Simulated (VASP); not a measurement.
Set up this calculation in VASP 6.6.1, as the native input.

```
Task                   : single point
Functional             : PBEsol
Potentials or basis    : VASP PAW PBE potentials, release 64 (Mg, S)
Cutoff                 : 520 eV
k mesh                 : 6 × 6 × 6
Occupations            : gaussian, width 0.01 eV
Spin                   : no spin polarisation
Dipole correction      : no
Further INCAR settings : ALGO = Normal; EDIFF = 1e-06; NBANDS = 11
```

The structure of MgS (e600) lies in POSCAR:

```
MgS
1.0
    0.0000000000      2.5911612425      2.5911612425
    2.5911612425      0.0000000000      2.5911612425
    2.5911612425      2.5911612425      0.0000000000
Mg S
1 1
Direct
    0.0000000000      0.0000000000      0.0000000000
    0.5000000000      0.5000000000      0.5000000000
```

One way to write it, as run:

INCAR

```
SYSTEM = MgS
ALGO = Normal
EDIFF = 1E-6
ENCUT = 520
GGA = PS
ISIF = 2
ISMEAR = 0
LASPH = .True.
LCHARG = .False.
LREAL = .False.
LWAVE = .False.
NBANDS = 11
NELM = 100
PREC = Accurate
SIGMA = 0.01
```

KPOINTS

```
k-points
0
Gamma
  6 6 6
  0 0 0
```

Potentials or basis: VASP PAW PBE potentials, release 64 (Mg, S).

The run is started by

```bash
$ cat potpaw_PBE.64/Mg/POTCAR potpaw_PBE.64/S/POTCAR > POTCAR
$ mpirun -np 1 vasp_std > vasp.out
```

It gave:

```yaml
Pressure: -0.2 GPa
Band_gap_on_the_k_mesh: 2.73 eV, indirect (least direct gap 3.69 eV)
```

Caveat: the PAW data sets were made with another functional, which shifts forces and pressure a little.

Wall time 3.5 s on 1 thread of Intel Xeon 6975P-C, on a shared host, peak memory 0.15 GiB.
